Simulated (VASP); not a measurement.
# In4Ru in VASP: notebook, part 2 of 3

VASP 6.6.1. The steps go on from the part before.

## Step 4: Single point, PBE

This run uses another cell than the first one, of 24.90 Å³/atom, 1.009 times its volume.

Contents of INCAR:

```
PREC = Accurate
ENCUT = 520
EDIFF = 1E-6
ISMEAR = 0
SIGMA = 0.2
LREAL = F
LASPH = T
NELM = 100
ALGO = Fast
ISIF = 2
LWAVE = F
LCHARG = F
GGA = PE
NBANDS = 41
```

Contents of KPOINTS:

```
Automatic mesh
0
Gamma
  4 4 4
```

Contents of POSCAR:

```
In4Ru
1.0
   -3.1454691813      3.1454691813      3.1454691813
    3.1454691813     -3.1454691813      3.1454691813
    3.1454691813      3.1454691813     -3.1454691813
In Ru
4 1
Direct
    0.0000000000      0.0000000000      0.5000000000
    0.0000000000      0.5000000000      0.0000000000
    0.5000000000      0.0000000000      0.0000000000
    0.5000000000      0.5000000000      0.5000000000
    0.0000000000      0.0000000000      0.0000000000
```

Potentials or basis: VASP PAW PBE potentials, release 64 (In_d, Ru_pv).

Started as:

```bash
> cat potpaw_PBE.64/In_d/POTCAR potpaw_PBE.64/Ru_pv/POTCAR > POTCAR
> mpirun -np 1 vasp_std > vasp.out
```

OUTCAR:

```text
PREC = Accurate
   ENCUT = 520
   EDIFF = 1E-6
   ISMEAR = 0
   LREAL = F
   LASPH = T
   NELM = 100
   ISIF = 2
   GGA = PE

 ion  position               nearest neighbor table
   1  0.000  0.000  0.500-   5 2.72   5 2.72   4 3.15   2 3.15   3 3.15   2 3.15   3 3.15   4 3.15

   2  0.000  0.500  0.000-   5 2.72   5 2.72   4 3.15   1 3.15   3 3.15   1 3.15   4 3.15   3 3.15

   3  0.500  0.000  0.000-   5 2.72   5 2.72   4 3.15   1 3.15   4 3.15   2 3.15   1 3.15   2 3.15

   4  0.500  0.500  0.500-   5 2.72   5 2.72   3 3.15   1 3.15   3 3.15   2 3.15   1 3.15   2 3.15

   5  0.000  0.000  0.000-   1 2.72   2 2.72   3 2.72   4 2.72   1 2.72   2 2.72   3 2.72   4 2.72

  LATTYP: Found a body centered cubic cell.
 ALAT       =     6.2909383626

  Lattice vectors:

 A1 = (  -3.1454691813,   3.1454691813,   3.1454691813)
 A2 = (   3.1454691813,  -3.1454691813,   3.1454691813)
 A3 = (   3.1454691813,   3.1454691813,  -3.1454691813)

Analysis of symmetry for initial positions (statically):
=====================================================================
 Subroutine PRICEL returns:
 Original cell was already a primitive cell.

 Routine SETGRP: Setting up the symmetry group for a
 body centered cubic supercell.

 Subroutine GETGRP returns: Found 48 space group operations
 (whereof 48 operations were pure point group operations)
 out of a pool of 48 trial point group operations.

The static configuration has the point symmetry O_h .

Analysis of symmetry for dynamics (positions and initial velocities):
=====================================================================
 Subroutine PRICEL returns:
 Original cell was already a primitive cell.

 Routine SETGRP: Setting up the symmetry group for a
 body centered cubic supercell.

 Subroutine GETGRP returns: Found 48 space group operations
 (whereof 48 operations were pure point group operations)
 out of a pool of 48 trial point group operations.

The dynamic configuration has the point symmetry O_h .

 Subroutine INISYM returns: Found 48 space group operations
 (whereof 48 operations are pure point group operations),
 and found     1 'primitive' translations

----------------------------------------------------------------------------------------

                                     Primitive cell

  volume of cell :     124.4848

  direct lattice vectors                    reciprocal lattice vectors
    -3.145469181  3.145469181  3.145469181     0.000000000  0.158958798  0.158958798
     3.145469181 -3.145469181  3.145469181     0.158958798  0.000000000  0.158958798
     3.145469181  3.145469181 -3.145469181     0.158958798  0.158958798  0.000000000

  length of vectors
     5.448112436  5.448112436  5.448112436     0.224801688  0.224801688  0.224801688

  position of ions in fractional coordinates (direct lattice)
     0.000000000  0.000000000  0.500000000
     0.000000000  0.500000000  0.000000000
     0.500000000  0.000000000  0.000000000
     0.500000000  0.500000000  0.500000000
     0.000000000  0.000000000  0.000000000

  ion indices of the primitive-cell ions
   primitive index   ion index
                 1           1
                 2           2
[... 27 lines left out ...]

 Found      8 irreducible k-points:

 Following reciprocal coordinates:
            Coordinates               Weight
  0.000000  0.000000  0.000000      1.000000
  0.250000  0.000000  0.000000     12.000000
  0.500000  0.000000  0.000000      6.000000
  0.250000  0.250000  0.000000     24.000000
  0.250000  0.250000  0.250000      2.000000
 -0.250000  0.250000  0.250000      6.000000
  0.500000  0.500000  0.250000     12.000000
  0.500000  0.500000  0.500000      1.000000
   k-points           NKPTS =      8   k-points in BZ     NKDIM =      8   number of bands    NBANDS=     41
   number of dos      NEDOS =    301   number of ions     NIONS =      5
   total plane-waves  NPLWV =  74088
   dimension x,y,z NGX =    42 NGY =   42 NGZ =   42
   dimension x,y,z NGXF=    84 NGYF=   84 NGZF=   84
   ions per type =               4   1
   NGX,Y,Z   is equivalent  to a cutoff of  12.82, 12.82, 12.82 a.u.
   NGXF,Y,Z  is equivalent  to a cutoff of  25.63, 25.63, 25.63 a.u.
 SYSTEM =  unknown system
   PREC   = accura    normal or accurate (medium, high low for compatibility)
   ISTART =      0    job   : 0-new  1-cont  2-samecut
   ICHARG =      2    charge: 1-file 2-atom 10-const
   ISPIN  =      1    spin polarized calculation?
   LNONCOLLINEAR =      F non collinear calculations
   LSORBIT =      F    spin-orbit coupling
   LASPH  =      T    aspherical Exc in radial PAW
   ENCUT  =  520.0 eV  38.22 Ry    6.18 a.u.  10.13 10.13 10.13*2*pi/ulx,y,z
   NELM   =    100;   NELMIN=  2; NELMDL= -5     # of ELM steps
   EDIFF  = 0.1E-05   stopping-criterion for ELM
   LREAL  =      F    real-space projection
   EDIFFG = 0.1E-04   stopping-criterion for IOM
   NSW    =      0    number of steps for IOM
   IBRION =     -1    ionic relax: 0-MD 1-quasi-New 2-CG
   NFREE  =      0    steps in history (QN), initial steepest desc. (CG)
   ISIF   =      2    stress and relaxation
   ISYM   =      2    0-nonsym 1-usesym 2-fastsym
   POTIM  = 0.5000    time-step for ionic-motion
   TEBEG  =    0.0;   TEEND  =   0.0 temperature during run
   PSTRESS=    0.0 pullay stress
   NELECT =      66.0000    total number of electrons
   NUPDOWN=      -1.0000    fix difference up-down
   EMIN   =  10.00;   EMAX   =-10.00  energy-range for DOS
   EFERMI =   0.00;   METHOD = LEGACY
   ISMEAR =     0;   SIGMA  =   0.20  broadening in eV -4-tet -1-fermi 0-gaus
   EFERMI_NEDOS =   21; number of points for ismear=-14 and -15
   IALGO  =     68    algorithm
   IMIX   =      4    mixing-type and parameters
     AMIX     =   0.40;   BMIX     =  1.00
     AMIX_MAG =   1.60;   BMIX_MAG =  1.00
  volume/ion in A,a.u.               =      24.90       168.01
  Fermi-wavevector in a.u.,A,eV,Ry     =   1.325005  2.503896 23.886893  1.755637
  Thomas-Fermi vector in A             =   2.454497
   LORBIT       =      0    0 simple, 1 ext, 2 COOP (PROOUT), +10 PAW based schemes
   GGA     = PE    functional components
   LHFCALC =     F    Hartree Fock is set to
   AEXX    =    0.0000 exact exchange contribution
   IVDW    =     0    specifies the selected vdW correction
   LEPSILON=     F    determine dielectric tensor
   LRPA    =     F    only Hartree local field effects (RPA)
 non-spin polarized calculation
 RMM-DIIS sequential band-by-band and
 Gauss-broadening in eV      SIGMA  =   0.20
  energy-cutoff  :      520.00
  volume of cell :      124.48
 maximum number of plane-waves:      3388
 NGX is ok and might be reduce to    42
   NGX = 21   NGY = 21   NGZ = 21

 number of electron      66.0000027 magnetization

 Free energy of the ion-electron system (eV)
  ---------------------------------------------------
  ext. energy  EPLUGINS =         0.00000000
  ---------------------------------------------------
  free energy    TOTEN  =       -19.57835453 eV

  energy without entropy =      -19.48213117  energy(sigma->0) =      -19.53024285

 E-fermi :   7.5169     XC(G=0): -10.3183

 val. band max:        7.4041419048   @ k =   0.2500   0.0000   0.0000
 cond. band min:       7.5196479336   @ k =   0.5000   0.5000   0.2500
 fundamental gap:      0.1155060288
 Fermi energy:         7.5168706843

 k-point     1 :       0.0000    0.0000    0.0000
  band No.  band energies     occupation
      1     -34.9340      2.00000
      2     -34.9340      2.00000
      3     -34.9340      2.00000
      4      -7.5875      2.00000
      5      -7.5875      2.00000
      6      -7.4472      2.00000
[... 341 lines left out ...]
     40      13.6613      0.00000
     41      13.6613      0.00000

------------------------ aborting loop because EDIFF is reached ----------------------------------------

  FORCE on cell =-STRESS in cart. coord.  units (eV):
  Direction    XX          YY          ZZ          XY          YZ          ZX
  --------------------------------------------------------------------------------------
  -------------------------------------------------------------------------------------
  Total       -0.3661342     -0.3661342     -0.3661342     -0.0000000     -0.0000000      0.0000000
  in kB       -4.7123176     -4.7123176     -4.7123176     -0.0000000     -0.0000000      0.0000000
  external PRESSURE =      -4.7123176 kB  Pullay stress =       0.0000000 kB

 VOLUME and BASIS-vectors are now :
 -----------------------------------------------------------------------------
  energy-cutoff  :      520.00
  volume of cell :      124.48
      direct lattice vectors                 reciprocal lattice vectors
    -3.145469181  3.145469181  3.145469181     0.000000000  0.158958798  0.158958798
     3.145469181 -3.145469181  3.145469181     0.158958798  0.000000000  0.158958798
     3.145469181  3.145469181 -3.145469181     0.158958798  0.158958798  0.000000000

 POSITION                                       TOTAL-FORCE (eV/Angst)
 -----------------------------------------------------------------------------------
      1.57273      1.57273     -1.57273        -0.000000     -0.000000      0.000000
      1.57273     -1.57273      1.57273         0.000000     -0.000000      0.000000
     -1.57273      1.57273      1.57273         0.000000      0.000000     -0.000000
      1.57273      1.57273      1.57273        -0.000000     -0.000000      0.000000
      0.00000      0.00000      0.00000        -0.000000      0.000000     -0.000000
 -----------------------------------------------------------------------------------
    total drift:                               -0.000000     -0.000000      0.000000

  FREE ENERGIE OF THE ION-ELECTRON SYSTEM (eV)
  ---------------------------------------------------
  free  energy   TOTEN  =       -19.5783545314 eV

  energy  without entropy=      -19.4821311668  energy(sigma->0) =      -19.53024285
```

Wall time 51 s (1 thread of AMD EPYC 9R14 (Zen 4), shared host); peak memory 0.23 GiB.

What came out:

```
Free energy            : -19.5784 eV
Pressure               : -0.5 GPa
Band gap on the k mesh : zero (band 33 reaches 9.96 eV, above the bottom of band 34 at 6.59 eV)
```

Levels at points of the mesh, in eV from the Fermi level:
```tsv
k point	band 31	band 32	band 33	band 34	band 35	band 36
(0.00, 0.00, 0.00)	-1.41	-1.41	-0.92	-0.92	-0.92	1.12
(0.50, 0.00, 0.00)	-2.03	-1.76	0.21	0.21	1.10	2.11
(0.50, 0.50, 0.50)	-2.88	-2.88	-0.44	-0.44	1.38	3.12
```

Caveat: spin-orbit coupling is left out, which moves the levels of the heavy elements.

## Step 5: Single point, PBE

This run uses another cell than the first one, of 24.76 Å³/atom, 1.003 times its volume.

Contents of INCAR:

```
ALGO = Normal
EDIFF = 1E-6
ENCUT = 520
GGA = PE
ISIF = 2
ISMEAR = 0
LASPH = True
LCHARG = False
LREAL = False
LWAVE = False
NBANDS = 41
NELM = 60
PREC = Accurate
SIGMA = 0.2
```

Contents of KPOINTS:

```
k-points
0
Gamma
  4 4 4
```

Contents of POSCAR:

```
In4Ru
1.0
   -3.1423146306      3.1423146306      3.1349186125
    3.1423146306     -3.1423146306      3.1349186125
    3.1423146306      3.1423146306     -3.1349186125
In Ru
4 1
Direct
    0.5000000000      0.5000000000      0.5000000000
    0.0000000000      0.0000000000      0.5000000000
    0.5000000000      0.0000000000      0.0000000000
    0.0000000000      0.5000000000      0.0000000000
    0.0000000000      0.0000000000      0.0000000000
```

Potentials or basis: VASP PAW PBE potentials, release 64 (In_d, Ru_pv).

Started as:

```bash
> cat potpaw_PBE.64/In_d/POTCAR potpaw_PBE.64/Ru_pv/POTCAR > POTCAR
> mpirun -np 1 vasp_std > vasp.out
```

OUTCAR:

```text
EDIFF = 1E-6
   ENCUT = 520
   GGA = PE
   ISIF = 2
   ISMEAR = 0
   LASPH = True
   LREAL = False
   NELM = 60
   PREC = Accurate

 ion  position               nearest neighbor table
   1  0.500  0.500  0.500-   5 2.72   5 2.72   2 3.13   2 3.13   3 3.14   4 3.14   4 3.14   3 3.14

   2  0.000  0.000  0.500-   5 2.72   5 2.72   1 3.13   1 3.13   4 3.14   4 3.14   3 3.14   3 3.14

   3  0.500  0.000  0.000-   5 2.72   5 2.72   4 3.13   4 3.13   1 3.14   1 3.14   2 3.14   2 3.14

   4  0.000  0.500  0.000-   5 2.72   5 2.72   3 3.13   3 3.13   1 3.14   2 3.14   1 3.14   2 3.14

   5  0.000  0.000  0.000-   1 2.72   2 2.72   3 2.72   4 2.72   2 2.72   4 2.72   3 2.72   1 2.72

  LATTYP: Found a body centered tetragonal cell.
 ALAT       =     6.2846292612
 C/A-ratio  =     0.9976463152

  Lattice vectors:

 A1 = (  -3.1423146306,   3.1423146306,   3.1349186125)
 A2 = (   3.1423146306,  -3.1423146306,   3.1349186125)
 A3 = (   3.1423146306,   3.1423146306,  -3.1349186125)

[... 164 lines left out ...]
  free energy    TOTEN  =       -19.57880073 eV

  energy without entropy =      -19.48324365  energy(sigma->0) =      -19.53102219

 E-fermi :   7.5766     XC(G=0): -10.3443

 val. band max:        7.5754228595   @ k =   0.5000   0.5000   0.2500
 cond. band min:       7.5816293816   @ k =  -0.2500   0.5000   0.2500
 fundamental gap:      0.0062065221
 Fermi energy:         7.5765900189

 k-point     1 :       0.0000    0.0000    0.0000
  band No.  band energies     occupation
      1     -34.8775      2.00000
      2     -34.8775      2.00000
      3     -34.8768      2.00000
      4      -7.5396      2.00000
      5      -7.5350      2.00000
      6      -7.3959      2.00000
[... 561 lines left out ...]
     40      13.7361      0.00000
     41      13.7447      0.00000

------------------------ aborting loop because EDIFF is reached ----------------------------------------

  FORCE on cell =-STRESS in cart. coord.  units (eV):
  Direction    XX          YY          ZZ          XY          YZ          ZX
  --------------------------------------------------------------------------------------
  -------------------------------------------------------------------------------------
  Total       -0.0562086     -0.0562086      0.0729732      0.0000000     -0.0000000      0.0000000
  in kB       -0.7273233     -0.7273233      0.9442528      0.0000000     -0.0000000      0.0000000
  external PRESSURE =      -0.1701313 kB  Pullay stress =       0.0000000 kB

 VOLUME and BASIS-vectors are now :
 -----------------------------------------------------------------------------
  energy-cutoff  :      520.00
  volume of cell :      123.82
      direct lattice vectors                 reciprocal lattice vectors
    -3.142314631  3.142314631  3.134918612     0.000000000  0.159118376  0.159493774
     3.142314631 -3.142314631  3.134918612     0.159118376  0.000000000  0.159493774
     3.142314631  3.142314631 -3.134918612     0.159118376  0.159118376  0.000000000

 POSITION                                       TOTAL-FORCE (eV/Angst)
 -----------------------------------------------------------------------------------
      1.57116      1.57116      1.56746        -0.000000     -0.000000      0.000000
      1.57116      1.57116     -1.56746         0.000000      0.000000     -0.000000
     -1.57116      1.57116      1.56746         0.000000      0.000000      0.000000
      1.57116     -1.57116      1.56746        -0.000000      0.000000      0.000000
      0.00000      0.00000      0.00000         0.000000     -0.000000     -0.000000
 -----------------------------------------------------------------------------------
    total drift:                                0.000000     -0.000000      0.000000

  FREE ENERGIE OF THE ION-ELECTRON SYSTEM (eV)
  ---------------------------------------------------
  free  energy   TOTEN  =       -19.5788007310 eV

  energy  without entropy=      -19.4832436550  energy(sigma->0) =      -19.53102219
```

It took 1.8 min on 1 thread of AMD EPYC 7R43 (Zen 3), shared host; peak memory 0.22 GiB.

What came out:

```
Free energy            : -19.5788 eV
Pressure               : 0.0 GPa
Band gap on the k mesh : zero (band 33 reaches 10.02 eV, above the bottom of band 34 at 6.64 eV)
```

Levels at points of the mesh, in eV from the Fermi level:
| k point | band 29 | band 30 | band 31 | band 32 | band 33 | band 34 | band 35 | band 36 | band 37 | band 38 |
| --- | --- | --- | --- | --- | --- | --- | --- | --- | --- | --- |
| (0.00, 0.00, 0.00) | -1.64 | -1.42 | -1.42 | -1.40 | -0.94 | -0.94 | -0.92 | 1.13 | 1.15 | 1.15 |
| (0.50, 0.00, 0.00) | -2.58 | -2.14 | -2.04 | -1.77 | 0.22 | 0.22 | 1.12 | 2.13 | 2.48 | 3.49 |
| (0.50, 0.50, 0.00) | -2.58 | -2.14 | -2.05 | -1.77 | 0.22 | 0.22 | 1.10 | 2.10 | 2.47 | 3.46 |
| (0.50, 0.50, 0.50) | -4.18 | -2.90 | -2.89 | -2.89 | -0.45 | -0.44 | 1.43 | 3.11 | 3.14 | 3.14 |

Caveat: spin-orbit coupling is left out, which moves the levels of the heavy elements.

(Part 2 of 3 ends here.)
